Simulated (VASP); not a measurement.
# GaN (P6_3mc) in VASP: notebook, part 2 of 3

VASP 6.6.1. Earlier steps stand in the parts before.

## 4. Single point, LDA

This run uses another cell than the first one, of 10.39 Å³/atom.

Input file INCAR:

```
SYSTEM = GaN
PREC     = Accurate       ! precision mode
ENCUT    = 520            ! plane-wave cutoff, eV
EDIFF    = 1E-7           ! SCF threshold, eV
ISMEAR   = 0              ! smearing method
SIGMA    = 0.05           ! smearing width, eV
LREAL    = .FALSE.        ! projectors in reciprocal space
LASPH    = .TRUE.         ! aspherical terms in the spheres
NELM     = 100            ! most SCF steps
ALGO     = Normal         ! electronic algorithm
ISIF     = 2              ! what is computed and relaxed
LWAVE    = .FALSE.        ! write WAVECAR
LCHARG   = .FALSE.        ! write CHGCAR
NBANDS   = 26             ! bands
```

Input file KPOINTS:

```
regular mesh
0
G
  12 12 6
  0 0 0
```

Input file POSCAR:

```
GaN
1.0
    3.1516808476      0.0000000000      0.0000000000
   -1.5758404238      2.7294356786      0.0000000000
    0.0000000000      0.0000000000      4.8300000000
Ga N
2 2
Direct
    0.3333333333      0.6666666667      0.9992962937
    0.6666666667      0.3333333333      0.4992962937
    0.3333333333      0.6666666667      0.3757037063
    0.6666666667      0.3333333333      0.8757037063
```

Potentials or basis: VASP PAW LDA potentials, release 64 (Ga_d, N).

Launch:

```sh
$ cat potpaw_LDA.64/Ga_d/POTCAR potpaw_LDA.64/N/POTCAR > POTCAR
$ mpirun -np 1 vasp_std > vasp.out
```

OUTCAR:

```text
SYSTEM = GaN
   PREC = Accurate
   ENCUT = 520
   EDIFF = 1E-7
   ISMEAR = 0
   LREAL = .FALSE.
   LASPH = .TRUE.
   NELM = 100
   ISIF = 2

 ion  position               nearest neighbor table
   1  0.333  0.667  0.999-   3 1.82   4 1.92   4 1.92   4 1.92
   2  0.667  0.333  0.499-   4 1.82   3 1.92   3 1.92   3 1.92
   3  0.333  0.667  0.376-   1 1.82   2 1.92   2 1.92   2 1.92
   4  0.667  0.333  0.876-   2 1.82   1 1.92   1 1.92   1 1.92

  LATTYP: Found a hexagonal cell.
 ALAT       =     3.1516808476
 C/A-ratio  =     1.5325155793

  Lattice vectors:

[... 887 lines left out ...]

 [... further k-points ...]
[... 5 lines left out ...]
  --------------------------------------------------------------------------------------
  -------------------------------------------------------------------------------------
  Total        1.5896090      1.5896090     10.1770046      0.0000000      0.0000000     -0.0000000
  in kB       61.2969220     61.2969220    392.4355366      0.0000000      0.0000000     -0.0000000
  external PRESSURE =     171.6764602 kB  Pullay stress =       0.0000000 kB

 VOLUME and BASIS-vectors are now :
 -----------------------------------------------------------------------------
  energy-cutoff  :      520.00
  volume of cell :       41.55
      direct lattice vectors                 reciprocal lattice vectors
     3.151680848  0.000000000  0.000000000     0.317291010  0.183188050  0.000000000
    -1.575840424  2.729435679  0.000000000     0.000000000  0.366376100  0.000000000
     0.000000000  0.000000000  4.830000000     0.000000000  0.000000000  0.207039337

 POSITION                                       TOTAL-FORCE (eV/Angst)
 -----------------------------------------------------------------------------------
     -0.00000      1.81962      4.82660        -0.000000      0.000000     -1.188063
      1.57584      0.90981      2.41160         0.000000     -0.000000     -1.188063
     -0.00000      1.81962      1.81465         0.000000     -0.000000      1.188063
      1.57584      0.90981      4.22965         0.000000     -0.000000      1.188063
 -----------------------------------------------------------------------------------
    total drift:                               -0.000000     -0.000000     -0.000942

  FREE ENERGIE OF THE ION-ELECTRON SYSTEM (eV)
  ---------------------------------------------------
  free  energy   TOTEN  =       -27.6010376859 eV

  energy  without entropy=      -27.6010376859  energy(sigma->0) =      -27.60103769
```

Run time: 41 s. Hardware: 1 thread of Intel Xeon 6975P-C (Granite Rapids), shared host; peak memory 0.18 GiB.

Results:

| Quantity | Value |
| --- | --- |
| Free energy | -27.6010 eV |
| Pressure | 17.2 GPa |
| Largest force | 1.188 eV/Å |
| Band gap on the k mesh | 2.54 eV |

Forces on the atoms (eV/Å):
```
Ga   0.000  0.000 -1.188
Ga   0.000  0.000 -1.188
N    0.000  0.000  1.188
N    0.000  0.000  1.188
```

Caveat: the stress differs along the axes, from 6 to 39 GPa; forces of over 1 eV/Å act on the atoms, so gaps and moduli don't describe the material at rest. A hybrid or GW would open this gap; LDA tends to underestimate it.

## 5. Single point, LDA

This run uses another cell than the first one, of 10.42 Å³/atom.

Input file INCAR:

```
SYSTEM = GaN
PREC = Accurate
ENCUT = 520
EDIFF = 1E-7
ISMEAR = 0
SIGMA = 0.05
LREAL = .FALSE.
LASPH = .TRUE.
NELM = 60
ALGO = Normal
ISIF = 2
LWAVE = .FALSE.
LCHARG = .TRUE.
GGA = CA
LELF = .TRUE.
LVHAR = .TRUE.
NBANDS = 26
```

Input file KPOINTS:

```
Automatic mesh
0
G
  12 12 6
  0 0 0
```

Input file POSCAR:

```
GaN
1.0
    3.2620000000      0.0000000000      0.0000000000
   -1.6310000000      2.8249748671      0.0000000000
    0.0000000000      0.0000000000      4.5217000000
Ga N
2 2
Direct
    0.3333333333      0.6666666667      0.9992962937
    0.6666666667      0.3333333333      0.4992962937
    0.3333333333      0.6666666667      0.3757037063
    0.6666666667      0.3333333333      0.8757037063
```

Potentials or basis: VASP PAW LDA potentials, release 64 (Ga_d, N).

Launch:

```sh
$ cat potpaw_LDA.64/Ga_d/POTCAR potpaw_LDA.64/N/POTCAR > POTCAR
$ mpirun -np 1 vasp_std > vasp.out
```

OUTCAR:

```text
SYSTEM = GaN
   PREC = Accurate
   ENCUT = 520
   EDIFF = 1E-7
   ISMEAR = 0
   LREAL = .FALSE.
   LASPH = .TRUE.
   NELM = 60
   ISIF = 2
   GGA = CA

 ion  position               nearest neighbor table
   1  0.333  0.667  0.999-   3 1.70   4 1.96   4 1.96   4 1.96
   2  0.667  0.333  0.499-   4 1.70   3 1.96   3 1.96   3 1.96
   3  0.333  0.667  0.376-   1 1.70   2 1.96   2 1.96   2 1.96
   4  0.667  0.333  0.876-   2 1.70   1 1.96   1 1.96   1 1.96

  LATTYP: Found a hexagonal cell.
 ALAT       =     3.2620000000
 C/A-ratio  =     1.3861741263

  Lattice vectors:

 A1 = (   3.2620000000,   0.0000000000,   0.0000000000)
 A2 = (  -1.6310000000,   2.8249748671,   0.0000000000)
 A3 = (   0.0000000000,   0.0000000000,   4.5217000000)

Analysis of symmetry for initial positions (statically):
=====================================================================
 Subroutine PRICEL returns:
 Original cell was already a primitive cell.

 Routine SETGRP: Setting up the symmetry group for a
 hexagonal supercell.

 Subroutine GETGRP returns: Found 12 space group operations
 (whereof  6 operations were pure point group operations)
 out of a pool of 24 trial point group operations.

The static configuration has the point symmetry C_3v.
 The point group associated with its full space group is C_6v.

Analysis of symmetry for dynamics (positions and initial velocities):
=====================================================================
 Subroutine PRICEL returns:
 Original cell was already a primitive cell.

 Routine SETGRP: Setting up the symmetry group for a
 hexagonal supercell.

 Subroutine GETGRP returns: Found 12 space group operations
 (whereof  6 operations were pure point group operations)
 out of a pool of 24 trial point group operations.

The dynamic configuration has the point symmetry C_3v.
 The point group associated with its full space group is C_6v.

 Subroutine INISYM returns: Found 12 space group operations
 (whereof  6 operations are pure point group operations),
 and found     1 'primitive' translations

----------------------------------------------------------------------------------------

                                     Primitive cell

  volume of cell :      41.6678

  direct lattice vectors                    reciprocal lattice vectors
     3.262000000  0.000000000  0.000000000     0.306560392  0.176992725  0.000000000
    -1.631000000  2.824974867  0.000000000     0.000000000  0.353985450  0.000000000
     0.000000000  0.000000000  4.521700000     0.000000000  0.000000000  0.221155760

  length of vectors
     3.262000000  3.262000000  4.521700000     0.353985450  0.353985450  0.221155760

  position of ions in fractional coordinates (direct lattice)
     0.333333333  0.666666667  0.999296294
     0.666666667  0.333333333  0.499296294
     0.333333333  0.666666667  0.375703706
     0.666666667  0.333333333  0.875703706

  ion indices of the primitive-cell ions
   primitive index   ion index
                 1           1
                 2           2
                 3           3
                 4           4

----------------------------------------------------------------------------------------

 KPOINTS: Automatic mesh

Automatic generation of k-mesh.
 Grid dimensions read from file:
 generate k-points for:   12   12    6

 Generating k-lattice:

  Cartesian coordinates                     Fractional coordinates (reciprocal lattice)
     0.025546699  0.014749394  0.000000000     0.083333333  0.000000000  0.000000000
     0.000000000  0.029498788  0.000000000     0.000000000  0.083333333  0.000000000
     0.000000000  0.000000000  0.036859293     0.000000000  0.000000000  0.166666667

  Length of vectors
     0.029498788  0.029498788  0.036859293

  Shift w.r.t. Gamma in fractional coordinates (k-lattice)
     0.000000000  0.000000000  0.000000000

 Subroutine IBZKPT returns following result:
 ===========================================

 Found     76 irreducible k-points:

 Following reciprocal coordinates:
            Coordinates               Weight
  0.000000  0.000000  0.000000      1.000000
  0.083333  0.000000  0.000000      6.000000
  0.166667  0.000000  0.000000      6.000000
  0.250000  0.000000  0.000000      6.000000
  0.333333  0.000000  0.000000      6.000000
  0.416667  0.000000  0.000000      6.000000
[... 16 lines left out ...]
  0.250000  0.000000  0.166667     12.000000
  0.333333  0.000000  0.166667     12.000000
 [... further k-points ...]
   k-points           NKPTS =     76   k-points in BZ     NKDIM =     76   number of bands    NBANDS=     26
   number of dos      NEDOS =    301   number of ions     NIONS =      4
   total plane-waves  NPLWV =  20736
   dimension x,y,z NGX =    24 NGY =   24 NGZ =   36
   dimension x,y,z NGXF=    48 NGYF=   48 NGZF=   72
   ions per type =               2   2
   NGX,Y,Z   is equivalent  to a cutoff of  12.23, 12.23, 13.24 a.u.
   NGXF,Y,Z  is equivalent  to a cutoff of  24.46, 24.46, 26.47 a.u.
 SYSTEM =  GaN
   PREC   = accura    normal or accurate (medium, high low for compatibility)
   ISTART =      0    job   : 0-new  1-cont  2-samecut
   ICHARG =      2    charge: 1-file 2-atom 10-const
   ISPIN  =      1    spin polarized calculation?
   LNONCOLLINEAR =      F non collinear calculations
   LSORBIT =      F    spin-orbit coupling
   LASPH  =      T    aspherical Exc in radial PAW
   ENCUT  =  520.0 eV  38.22 Ry    6.18 a.u.   6.07  6.07  8.41*2*pi/ulx,y,z
   NELM   =     60;   NELMIN=  2; NELMDL= -5     # of ELM steps
   EDIFF  = 0.1E-06   stopping-criterion for ELM
   LREAL  =      F    real-space projection
   EDIFFG = 0.1E-05   stopping-criterion for IOM
   NSW    =      0    number of steps for IOM
   IBRION =     -1    ionic relax: 0-MD 1-quasi-New 2-CG
   NFREE  =      0    steps in history (QN), initial steepest desc. (CG)
   ISIF   =      2    stress and relaxation
   ISYM   =      2    0-nonsym 1-usesym 2-fastsym
   POTIM  = 0.5000    time-step for ionic-motion
   TEBEG  =    0.0;   TEEND  =   0.0 temperature during run
   PSTRESS=    0.0 pullay stress
   NELECT =      36.0000    total number of electrons
   NUPDOWN=      -1.0000    fix difference up-down
   EMIN   =  10.00;   EMAX   =-10.00  energy-range for DOS
   EFERMI =   0.00;   METHOD = LEGACY
   ISMEAR =     0;   SIGMA  =   0.05  broadening in eV -4-tet -1-fermi 0-gaus
   EFERMI_NEDOS =   21; number of points for ismear=-14 and -15
   IALGO  =     38    algorithm
   IMIX   =      4    mixing-type and parameters
     AMIX     =   0.40;   BMIX     =  1.00
     AMIX_MAG =   1.60;   BMIX_MAG =  1.00
  volume/ion in A,a.u.               =      10.42        70.30
  Fermi-wavevector in a.u.,A,eV,Ry     =   1.559225  2.946509 33.078264  2.431184
  Thomas-Fermi vector in A             =   2.662615
   LORBIT       =      0    0 simple, 1 ext, 2 COOP (PROOUT), +10 PAW based schemes
   GGA     = CA    functional components
   LHFCALC =     F    Hartree Fock is set to
   AEXX    =    0.0000 exact exchange contribution
   IVDW    =     0    specifies the selected vdW correction
   LEPSILON=     F    determine dielectric tensor
   LRPA    =     F    only Hartree local field effects (RPA)
 non-spin polarized calculation
 Gauss-broadening in eV      SIGMA  =   0.05
  energy-cutoff  :      520.00
  volume of cell :       41.67
 maximum number of plane-waves:      1143
   NGX = 13   NGY = 13   NGZ = 17

 number of electron      36.0000002 magnetization

 Free energy of the ion-electron system (eV)
  ---------------------------------------------------
  ext. energy  EPLUGINS =         0.00000000
  ---------------------------------------------------
  free energy    TOTEN  =       -26.52644865 eV

  energy without entropy =      -26.52644865  energy(sigma->0) =      -26.52644865

 E-fermi :   6.4670     XC(G=0): -12.5953

 val. band max:        6.2122434265   @ k =   0.0000   0.0000   0.0000
 cond. band min:       8.6100348309   @ k =   0.0000   0.0000   0.0000
 fundamental gap:      2.3977914044
 Fermi energy:         6.4669791642

 k-point     1 :       0.0000    0.0000    0.0000
  band No.  band energies     occupation
      1     -10.7405      2.00000
      2      -9.4722      2.00000
      3      -7.5421      2.00000
      4      -7.5421      2.00000
      5      -7.5365      2.00000
      6      -7.3967      2.00000
[... 18 lines left out ...]
     25      17.7122      0.00000
     26      19.5632      0.00000
[... 644 lines left out ...]
      4      -7.4819      2.00000
      5      -7.4598      2.00000
      6      -7.3216      2.00000
[... 18 lines left out ...]
     25      18.5618      0.00000
     26      19.1260      0.00000

 [... further k-points ...]
[... 5 lines left out ...]
  --------------------------------------------------------------------------------------
  -------------------------------------------------------------------------------------
  Total       -1.6036718     -1.6036718     22.7510315      0.0000000      0.0000000      0.0000000
  in kB      -61.6631607    -61.6631607    874.8052570      0.0000000      0.0000000      0.0000000
  external PRESSURE =     250.4929786 kB  Pullay stress =       0.0000000 kB

 VOLUME and BASIS-vectors are now :
 -----------------------------------------------------------------------------
  energy-cutoff  :      520.00
  volume of cell :       41.67
      direct lattice vectors                 reciprocal lattice vectors
     3.262000000  0.000000000  0.000000000     0.306560392  0.176992725  0.000000000
    -1.631000000  2.824974867  0.000000000     0.000000000  0.353985450  0.000000000
     0.000000000  0.000000000  4.521700000     0.000000000  0.000000000  0.221155760

 POSITION                                       TOTAL-FORCE (eV/Angst)
 -----------------------------------------------------------------------------------
     -0.00000      1.88332      4.51852         0.000000      0.000000     -4.308560
      1.63100      0.94166      2.25767         0.000000      0.000000     -4.308560
     -0.00000      1.88332      1.69882        -0.000000      0.000000      4.308560
      1.63100      0.94166      3.95967         0.000000      0.000000      4.308560
 -----------------------------------------------------------------------------------
    total drift:                               -0.000001     -0.000001     -0.000564

  FREE ENERGIE OF THE ION-ELECTRON SYSTEM (eV)
  ---------------------------------------------------
  free  energy   TOTEN  =       -26.5264486535 eV

  energy  without entropy=      -26.5264486535  energy(sigma->0) =      -26.52644865
```

It took 34 s on 1 thread of Intel Xeon 6975P-C (Granite Rapids), shared host; peak memory 0.18 GiB.

What came out:

```yaml
Free_energy: -26.5264 eV
Pressure: 25.0 GPa
Largest_force: 4.309 eV/Å
Band_gap_on_the_k_mesh: 2.40 eV
```

Forces on the atoms (eV/Å):
```
Ga   0.000  0.000 -4.309
Ga   0.000  0.000 -4.309
N    0.000  0.000  4.309
N    0.000  0.000  4.309
```

Levels at points of the mesh, in eV from the valence-band top:
| k point | band 15 | band 16 | band 17 | band 18 | band 19 | band 20 | band 21 | band 22 |
| --- | --- | --- | --- | --- | --- | --- | --- | --- |
| (0.00, 0.00, 0.00) | -2.10 | -0.20 | -0.20 | 0.00 | 2.40 | 3.09 | 8.81 | 8.81 |
| (0.50, 0.00, 0.00) | -4.83 | -3.91 | -2.70 | -0.86 | 3.93 | 6.01 | 7.02 | 8.84 |
| (0.00, 0.00, 0.50) | -1.16 | -1.16 | -1.16 | -1.16 | 4.11 | 4.11 | 9.30 | 9.30 |
| (0.50, 0.00, 0.50) | -2.53 | -2.53 | -1.48 | -1.48 | 4.58 | 4.58 | 8.64 | 8.64 |

Caveat: the stress differs along the axes, from -6 to 87 GPa; forces of over 1 eV/Å act on the atoms, so gaps and moduli don't describe the material at rest.

(Part 2 of 3 ends here.)
